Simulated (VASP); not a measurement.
Here is a VASP 6.6.1 calculation.

INCAR

```
PREC = Accurate ; ENCUT = 520
EDIFF = 1E-6 ; ISMEAR = 0
SIGMA = 0.01 ; LREAL = F
LASPH = T ; NELM = 80
ALGO = Normal ; ISIF = 2
LWAVE = F ; LCHARG = F
GGA = PS ; NBANDS = 16
```

Contents of KPOINTS:

```
Automatic mesh
0
Gamma
  8 8 8
```

POSCAR

```
ZnSe
1.0
    2.7884265971      2.7884265971      0.0000000000
   -2.7884265971      2.7884265971      0.0000000000
    0.0000000000      2.7884265971      2.8334920775
Zn Se
1 1
Direct
    0.0000000000      0.0000000000      0.0000000000
    0.7500000000      0.2500000000      0.5000000000
```

Potentials or basis: VASP PAW PBE potentials, release 64 (Zn, Se).

The run is started by

```console
$ cat potpaw_PBE.64/Zn/POTCAR potpaw_PBE.64/Se/POTCAR > POTCAR
$ mpirun -np 1 vasp_std > vasp.out
```

Problem. What does it give for the pressure?

Solution. 1.2 GPa.

Problem. What does it give for the band gap on the k mesh?

Solution. 1.28 eV.

Stress tensor (GPa, compression positive):
```
1.43 0.00 0.00
0.00 1.43 0.00
0.00 0.00 0.85
```

Caveat: the cell differs from its parent crystal (in-plane strain -0.01); the PAW data sets were made with another functional, which shifts forces and pressure a little.
